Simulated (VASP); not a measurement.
P: single point with PBEsol

System: P, a slab with vacuum.

```
CELL_PARAMETERS angstrom
3.25973 0.00000 0.00000
0.00000 34.61319 0.00000
0.00000 0.00000 4.57002
ATOMIC_POSITIONS crystal
P 0.00000 0.96969 0.58477
P 0.00000 0.03031 0.41523
P 0.50000 0.03031 0.08477
P 0.50000 0.96969 0.91523
```

This cell differs from its parent crystal: uniaxial strain along c: +3.0 %.

| Item | Value |
| --- | --- |
| Program | VASP 6.6.1 |
| Task | single point |
| Functional | PBEsol |
| Potentials or basis | VASP PAW PBE potentials, release 64 (P) |
| Cutoff | 520 eV |
| k mesh | 8 × 1 × 6 |
| Occupations | gaussian, width 0.02 eV |
| Spin | no spin polarisation |

| Item | Value |
| --- | --- |
| Largest force | 0.226 eV/Å |
| Band gap on the k mesh | 0.90 eV |

Forces on the atoms (eV/Å):
```
P    0.000 -0.017  0.226
P    0.000  0.017 -0.226
P    0.000  0.017  0.226
P    0.000 -0.017 -0.226
```

Levels at points of the mesh, in eV from the valence-band top:
```tsv
k point	band 8	band 9	band 10	band 11	band 12	band 13
(0.00, 0.00, 0.00)	-1.76	-1.43	0.00	0.90	1.81	2.97
(0.50, 0.00, 0.00)	-2.71	-1.94	-1.94	1.19	1.19	2.02
(0.00, 0.00, 0.50)	-2.26	-1.18	-1.18	2.32	2.32	3.69
(0.50, 0.00, 0.50)	-4.70	-1.11	-1.11	2.51	2.51	3.86
```

Run time: 4.9 min on 1 thread of Intel(R) Xeon(R) Platinum 8488C (Sapphire Rapids), on a shared host, peak memory 0.55 GiB.

Caveat: the cell differs from its parent crystal (uniaxial strain along c: +3.0 %); there is no dipole correction, which matters where the two faces differ; the PAW data sets were made with another functional, which shifts forces and pressure a little.
